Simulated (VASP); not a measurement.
# MoS2 (P6_3/mmc) in VASP: further runs

Runs on MoS2. Level: r2SCAN. Tasks: single point.

Program: VASP 6.6.1. These are calculated values, not measurements. Logs are shortened: lines on timing, memory, paths and dates and some standing lists are left out, and cuts for length are marked.

### Step 1. The cell of the first run

The structure is hexagonal, space group P6_3/mmc (No. 194). The conventional cell has a = 3.081 Å, b = 3.081 Å, c = 11.318 Å, α = 90.00°, β = 90.00°, γ = 120.00°. Within 3.1 Å of Mo (site symmetry -6m2) lie 6 S at 2.36 Å and 6 Mo at 3.08 Å. S (site symmetry 3m) has 3 Mo at 2.36 Å and 10 S at 3.08 to 3.12 Å within 3.2 Å.

### Step 2. Single point, r2SCAN

POSCAR reads:

```
MoS2
1.0
    3.0805618612      0.0000000000      0.0000000000
   -1.5402809306      2.6678448297      0.0000000000
    0.0000000000      0.0000000000     11.3177041874
Mo S
2 4
Direct
    0.6666666667      0.3333333333      0.2500000000
    0.3333333333      0.6666666667      0.7500000000
    0.3333333333      0.6666666667      0.3876858847
    0.6666666667      0.3333333333      0.8876858847
    0.3333333333      0.6666666667      0.1123141153
    0.6666666667      0.3333333333      0.6123141153
```

INCAR.step1 reads:

```
SYSTEM = MoS2
  ALGO = Normal
  EDIFF = 1E-4
  ENCUT = 520
  GGA = PE
  ISMEAR = 0
  LASPH = .True.
  LCHARG = .False.
  LREAL = .False.
  LWAVE = .True.
  NBANDS = 35
  NELM = 100
  PREC = Accurate
  SIGMA = 0.02
```

INCAR.step2 reads:

```
SYSTEM = MoS2
  ALGO = Normal
  EDIFF = 1E-6
  ENCUT = 520
  ISIF = 2
  ISMEAR = 0
  ISTART = 1
  LASPH = .True.
  LCHARG = .True.
  LELF = .True.
  LMIXTAU = .True.
  LREAL = .False.
  LVHAR = .True.
  LWAVE = .False.
  METAGGA = R2SCAN
  NBANDS = 35
  NELM = 100
  PREC = Accurate
  SIGMA = 0.02
```

KPOINTS reads:

```
k-points
0
Gamma
  12 12 4
  0 0 0
```

Potentials or basis: VASP PAW PBE potentials, release 64 (Mo_sv, S).

Launch:

```sh
cat potpaw_PBE.64/Mo_sv/POTCAR potpaw_PBE.64/S/POTCAR > POTCAR
cp INCAR.step1 INCAR
mpirun -np 1 vasp_std > vasp.out
cp INCAR.step2 INCAR
mpirun -np 1 vasp_std > vasp.out
```

OUTCAR:

```text
SYSTEM = MoS2
   EDIFF = 1E-6
   ENCUT = 520
   ISIF = 2
   ISMEAR = 0
   ISTART = 1
   LASPH = .True.
   LREAL = .False.
   METAGGA = R2SCAN
   NELM = 100
   PREC = Accurate

 ion  position               nearest neighbor table
   1  0.667  0.333  0.250-   3 2.36   5 2.36   3 2.36   5 2.36   3 2.36   5 2.36
   2  0.333  0.667  0.750-   4 2.36   6 2.36   4 2.36   6 2.36   4 2.36   6 2.36
   3  0.333  0.667  0.388-   1 2.36   1 2.36   1 2.36
   4  0.667  0.333  0.888-   2 2.36   2 2.36   2 2.36
   5  0.333  0.667  0.112-   1 2.36   1 2.36   1 2.36
   6  0.667  0.333  0.612-   2 2.36   2 2.36   2 2.36

  LATTYP: Found a hexagonal cell.
 ALAT       =     3.0805618612
 C/A-ratio  =     3.6739090781

  Lattice vectors:

 A1 = (   3.0805618612,   0.0000000000,   0.0000000000)
 A2 = (  -1.5402809306,   2.6678448297,   0.0000000000)
 A3 = (   0.0000000000,   0.0000000000,  11.3177041874)

Analysis of symmetry for initial positions (statically):
=====================================================================
 Subroutine PRICEL returns:
 Original cell was already a primitive cell.

 Routine SETGRP: Setting up the symmetry group for a
 hexagonal supercell.

 Subroutine GETGRP returns: Found 24 space group operations
 (whereof 12 operations were pure point group operations)
 out of a pool of 24 trial point group operations.

The static configuration has the point symmetry D_3d.
 The point group associated with its full space group is D_6h.

Analysis of symmetry for dynamics (positions and initial velocities):
=====================================================================
 Subroutine PRICEL returns:
 Original cell was already a primitive cell.

 Routine SETGRP: Setting up the symmetry group for a
 hexagonal supercell.

 Subroutine GETGRP returns: Found 24 space group operations
 (whereof 12 operations were pure point group operations)
 out of a pool of 24 trial point group operations.

The dynamic configuration has the point symmetry D_3d.
 The point group associated with its full space group is D_6h.

 Subroutine INISYM returns: Found 24 space group operations
 (whereof 12 operations are pure point group operations),
 and found     1 'primitive' translations

----------------------------------------------------------------------------------------

                                     Primitive cell

  volume of cell :      93.0141

  direct lattice vectors                    reciprocal lattice vectors
     3.080561861  0.000000000  0.000000000     0.324616107  0.187417197  0.000000000
    -1.540280931  2.667844830  0.000000000     0.000000000  0.374834394  0.000000000
     0.000000000  0.000000000 11.317704187     0.000000000  0.000000000  0.088357142

  length of vectors
     3.080561861  3.080561861 11.317704187     0.374834394  0.374834394  0.088357142

  position of ions in fractional coordinates (direct lattice)
     0.666666667  0.333333333  0.250000000
     0.333333333  0.666666667  0.750000000
     0.333333333  0.666666667  0.387685885
     0.666666667  0.333333333  0.887685885
     0.333333333  0.666666667  0.112314115
     0.666666667  0.333333333  0.612314115

  ion indices of the primitive-cell ions
   primitive index   ion index
                 1           1
                 2           2
                 3           3
                 4           4
                 5           5
                 6           6

----------------------------------------------------------------------------------------

 KPOINTS: k-points

Automatic generation of k-mesh.
 Grid dimensions read from file:
 generate k-points for:   12   12    4

 Generating k-lattice:

  Cartesian coordinates                     Fractional coordinates (reciprocal lattice)
     0.027051342  0.015618100  0.000000000     0.083333333  0.000000000  0.000000000
     0.000000000  0.031236199  0.000000000     0.000000000  0.083333333  0.000000000
     0.000000000  0.000000000  0.022089286     0.000000000  0.000000000  0.250000000

  Length of vectors
     0.031236199  0.031236199  0.022089286

  Shift w.r.t. Gamma in fractional coordinates (k-lattice)
     0.000000000  0.000000000  0.000000000

 Subroutine IBZKPT returns following result:
 ===========================================

 Found     57 irreducible k-points:

 Following reciprocal coordinates:
            Coordinates               Weight
  0.000000  0.000000  0.000000      1.000000
  0.083333 -0.000000  0.000000      6.000000
  0.166667 -0.000000  0.000000      6.000000
  0.250000  0.000000  0.000000      6.000000
  0.333333 -0.000000  0.000000      6.000000
  0.416667  0.000000  0.000000      6.000000
[... 16 lines left out ...]
  0.250000  0.000000  0.250000     12.000000
  0.333333 -0.000000  0.250000     12.000000
 [... further k-points ...]
   k-points           NKPTS =     57   k-points in BZ     NKDIM =     57   number of bands    NBANDS=     35
   number of dos      NEDOS =    301   number of ions     NIONS =      6
   total plane-waves  NPLWV =  48384
   dimension x,y,z NGX =    24 NGY =   24 NGZ =   84
   dimension x,y,z NGXF=    48 NGYF=   48 NGZF=  168
   ions per type =               2   4
   NGX,Y,Z   is equivalent  to a cutoff of  12.95, 12.95, 12.34 a.u.
   NGXF,Y,Z  is equivalent  to a cutoff of  25.90, 25.90, 24.68 a.u.
 SYSTEM =  MoS2
   PREC   = accura    normal or accurate (medium, high low for compatibility)
   ISTART =      1    job   : 0-new  1-cont  2-samecut
   ICHARG =      0    charge: 1-file 2-atom 10-const
   ISPIN  =      1    spin polarized calculation?
   LNONCOLLINEAR =      F non collinear calculations
   LSORBIT =      F    spin-orbit coupling
   LASPH  =      T    aspherical Exc in radial PAW
   ENCUT  =  520.0 eV  38.22 Ry    6.18 a.u.   5.73  5.73 21.04*2*pi/ulx,y,z
   NELM   =    100;   NELMIN=  2; NELMDL=  0     # of ELM steps
   EDIFF  = 0.1E-05   stopping-criterion for ELM
   LREAL  =      F    real-space projection
   EDIFFG = 0.1E-04   stopping-criterion for IOM
   NSW    =      0    number of steps for IOM
   IBRION =     -1    ionic relax: 0-MD 1-quasi-New 2-CG
   NFREE  =      0    steps in history (QN), initial steepest desc. (CG)
   ISIF   =      2    stress and relaxation
   ISYM   =      2    0-nonsym 1-usesym 2-fastsym
   POTIM  = 0.5000    time-step for ionic-motion
   TEBEG  =    0.0;   TEEND  =   0.0 temperature during run
   PSTRESS=    0.0 pullay stress
   NELECT =      52.0000    total number of electrons
   NUPDOWN=      -1.0000    fix difference up-down
   EMIN   =  10.00;   EMAX   =-10.00  energy-range for DOS
   EFERMI =   0.00;   METHOD = LEGACY
   ISMEAR =     0;   SIGMA  =   0.02  broadening in eV -4-tet -1-fermi 0-gaus
   EFERMI_NEDOS =   21; number of points for ismear=-14 and -15
   IALGO  =     38    algorithm
   IMIX   =      4    mixing-type and parameters
     AMIX     =   0.40;   BMIX     =  1.00
     AMIX_MAG =   1.60;   BMIX_MAG =  1.00
  volume/ion in A,a.u.               =      15.50       104.62
  Fermi-wavevector in a.u.,A,eV,Ry     =   1.348631  2.548542 24.746336  1.818804
  Thomas-Fermi vector in A             =   2.476284
   LORBIT       =      0    0 simple, 1 ext, 2 COOP (PROOUT), +10 PAW based schemes
   METAGGA = R2SCAN    functional components
   LHFCALC =     F    Hartree Fock is set to
   AEXX    =    0.0000 exact exchange contribution
   IVDW    =     0    specifies the selected vdW correction
   LEPSILON=     F    determine dielectric tensor
   LRPA    =     F    only Hartree local field effects (RPA)
 non-spin polarized calculation
 Gauss-broadening in eV      SIGMA  =   0.02
  energy-cutoff  :      520.00
  volume of cell :       93.01
 maximum number of plane-waves:      2536
 NGX is ok and might be reduce to    24
   NGX = 11   NGY = 11   NGZ = 43

 number of electron      52.0000003 magnetization

 Free energy of the ion-electron system (eV)
  ---------------------------------------------------
  ext. energy  EPLUGINS =         0.00000000
  ---------------------------------------------------
  free energy    TOTEN  =       -89.39803555 eV

  energy without entropy =      -89.39803555  energy(sigma->0) =      -89.39803555

 E-fermi :  10.0090     XC(G=0): -12.4325

 val. band max:        9.7089009022   @ k =   0.0000   0.0000   0.0000
 cond. band min:      10.1624127390   @ k =   0.1667   0.1667   0.0000
 fundamental gap:      0.4535118369
 Fermi energy:        10.0089797572

 k-point     1 :       0.0000    0.0000    0.0000
  band No.  band energies     occupation
      1     -54.0398      2.00000
      2     -54.0398      2.00000
      3     -27.5391      2.00000
      4     -27.5385      2.00000
      5     -27.1959      2.00000
      6     -27.1959      2.00000
[... 27 lines left out ...]
     34      12.2636      0.00000
     35      15.8916      0.00000

 k-point     2 :       0.0833   -0.0000    0.0000
  band No.  band energies     occupation
      1     -54.0355      2.00000
      2     -54.0355      2.00000
      3     -27.5310      2.00000
      4     -27.5305      2.00000
      5     -27.2348      2.00000
      6     -27.2348      2.00000
[... 27 lines left out ...]
     34      12.1552      0.00000
     35      16.4208      0.00000

 k-point     3 :       0.1667   -0.0000    0.0000
  band No.  band energies     occupation
      1     -54.0238      2.00000
      2     -54.0238      2.00000
      3     -27.5091      2.00000
      4     -27.5086      2.00000
      5     -27.3400      2.00000
      6     -27.3400      2.00000
[... 27 lines left out ...]
     34      12.6337      0.00000
     35      17.4925      0.00000

 k-point     4 :       0.2500    0.0000    0.0000
  band No.  band energies     occupation
      1     -54.0077      2.00000
      2     -54.0077      2.00000
      3     -27.4813      2.00000
      4     -27.4813      2.00000
      5     -27.4789      2.00000
      6     -27.4785      2.00000
[... 27 lines left out ...]
     34      13.2152      0.00000
     35      17.3522      0.00000

 k-point     5 :       0.3333   -0.0000    0.0000
  band No.  band energies     occupation
      1     -53.9916      2.00000
      2     -53.9916      2.00000
      3     -27.6198      2.00000
      4     -27.6198      2.00000
      5     -27.4486      2.00000
      6     -27.4483      2.00000
[... 638 lines left out ...]
 k-point    22 :       0.1667   -0.0000    0.2500
  band No.  band energies     occupation
      1     -54.0238      2.00000
      2     -54.0238      2.00000
      3     -27.5090      2.00000
      4     -27.5087      2.00000
      5     -27.3400      2.00000
      6     -27.3400      2.00000
[... 27 lines left out ...]
     34      12.6062      0.00000
     35      17.5164      0.00000

 k-point    23 :       0.2500    0.0000    0.2500
  band No.  band energies     occupation
      1     -54.0077      2.00000
      2     -54.0077      2.00000
      3     -27.4813      2.00000
      4     -27.4813      2.00000
      5     -27.4789      2.00000
      6     -27.4786      2.00000
[... 27 lines left out ...]
     34      13.1477      0.00000
     35      17.1518      0.00000

 k-point    24 :       0.3333   -0.0000    0.2500
  band No.  band energies     occupation
      1     -53.9916      2.00000
      2     -53.9916      2.00000
      3     -27.6198      2.00000
      4     -27.6198      2.00000
      5     -27.4486      2.00000
      6     -27.4484      2.00000
[... 27 lines left out ...]
     34      13.5373      0.00000
     35      16.2752      0.00000

 [... further k-points ...]
[... 5 lines left out ...]
  --------------------------------------------------------------------------------------
  -------------------------------------------------------------------------------------
  Total        8.7580337      8.7580337      8.7501187      0.0000000      0.0000000      0.0000000
  in kB      150.8580034    150.8580034    150.7216668      0.0000000      0.0000000      0.0000000
  external PRESSURE =     150.8125579 kB  Pullay stress =       0.0000000 kB

 VOLUME and BASIS-vectors are now :
 -----------------------------------------------------------------------------
  energy-cutoff  :      520.00
  volume of cell :       93.01
      direct lattice vectors                 reciprocal lattice vectors
     3.080561861  0.000000000  0.000000000     0.324616107  0.187417197  0.000000000
    -1.540280931  2.667844830  0.000000000     0.000000000  0.374834394  0.000000000
     0.000000000  0.000000000 11.317704187     0.000000000  0.000000000  0.088357142

 POSITION                                       TOTAL-FORCE (eV/Angst)
 -----------------------------------------------------------------------------------
      1.54028      0.88928      2.82943         0.000000      0.000000      0.000000
     -0.00000      1.77856      8.48828        -0.000000     -0.000000      0.000000
     -0.00000      1.77856      4.38771         0.000000     -0.000000      0.005751
      1.54028      0.88928     10.04657         0.000000     -0.000000      0.005751
     -0.00000      1.77856      1.27114        -0.000000      0.000000     -0.005751
      1.54028      0.88928      6.92999        -0.000000      0.000000     -0.005751
 -----------------------------------------------------------------------------------
    total drift:                                0.000000     -0.000000      0.000000

  FREE ENERGIE OF THE ION-ELECTRON SYSTEM (eV)
  ---------------------------------------------------
  free  energy   TOTEN  =       -89.3980355467 eV

  energy  without entropy=      -89.3980355467  energy(sigma->0) =      -89.39803555
```

Run time: 12 min. Hardware: 1 thread of Oxide Virtual Turin-like, shared host; peak memory 0.28 GiB.

What came out:

- Free energy: -89.3980 eV
- Pressure: 15.1 GPa
- Largest force: 0.006 eV/Å
- Band gap on the k mesh: 0.45 eV (least direct gap 1.98 eV)

Forces in eV/Å, atoms in the order of the input:
```
Mo   0.000  0.000  0.000
Mo   0.000  0.000  0.000
S    0.000  0.000  0.006
S    0.000  0.000  0.006
S    0.000  0.000 -0.006
S    0.000  0.000 -0.006
```

Levels at points of the mesh, in eV from the valence-band top:
```
           k point  band 23  band 24  band 25  band 26  band 27  band 28  band 29  band 30
(0.00, 0.00, 0.00)    -2.55    -1.87    -0.89     0.00     2.04     2.04     2.04     2.04
(0.50, 0.00, 0.00)    -2.37    -2.03    -1.78    -1.74     1.63     1.74     1.93     2.48
(0.00, 0.00, 0.50)    -2.63    -2.63    -0.25    -0.25     2.01     2.01     2.01     2.01
(0.50, 0.00, 0.50)    -2.07    -2.07    -1.85    -1.85     1.67     1.67     2.24     2.24
```

Caveat: the cell stands under pressure; semilocal functionals underestimate gaps, and a narrow one can read as zero; the PAW data sets were made with another functional, which shifts forces and pressure a little. A k mesh can miss the band edges.

[end of part 1 of 2]
